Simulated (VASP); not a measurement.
TlAgS2:

```xyz
4
Lattice="4.4352 0.0000 0.0000 0.0000 4.4352 0.0000 0.0000 0.0000 6.2723" Properties=species:S:1:pos:R:3 pbc="T T T"
Tl    2.2176    2.2176    3.1362
Ag    0.0000    0.0000    0.0000
S     2.2176    0.0000    1.5681
S     0.0000    2.2176    4.7042
```

```yaml
Program: VASP 6.6.1
Task: relaxation of cell and atoms
Functional: PBE
Potentials_or_basis: VASP PAW PBE potentials, release 64 (Tl_d, Ag, S)
Cutoff: 600 eV
k_mesh: 4 × 4 × 4
Occupations: gaussian, width 0.1 eV
Spin: no spin polarisation
```

At the start: pressure -4.8 GPa; volume 30.85 Å³/atom.

Task: Where does the relaxation end?

Result: Over 5 steps the energy falls by 77.8 meV/atom and the volume is 26.47 Å³/atom (-14.2 %); space group P-4m2 (No. 115, to 0.1 Å) before and after.

The path:
```
step  energy change (eV)  largest force (eV/Å)  pressure (GPa)  volume (Å³)
   1              0.0000                0.0972           -4.80       123.38
   2             -0.2939                0.3058           -0.46       107.60
   3             -0.2958                0.3257            0.02       106.48
   4             -0.3047                0.2145            0.01       106.27
   5             -0.3114                0.0052            0.05       105.88
```

Final structure:
```cif
data_structure
_symmetry_space_group_name_H-M 'P 1'
_symmetry_Int_Tables_number 1
_cell_length_a 4.1998
_cell_length_b 4.1998
_cell_length_c 6.0026
_cell_angle_alpha 90.000
_cell_angle_beta 90.000
_cell_angle_gamma 90.000
_cell_volume 105.88
loop_
_atom_site_label
_atom_site_type_symbol
_atom_site_fract_x
_atom_site_fract_y
_atom_site_fract_z
_atom_site_occupancy
Tl1 Tl 0.50000 0.50000 0.50000 1
Ag1 Ag 0.00000 0.00000 0.00000 1
S1 S 0.50000 0.00000 0.24142 1
S2 S 0.00000 0.50000 0.75858 1
```
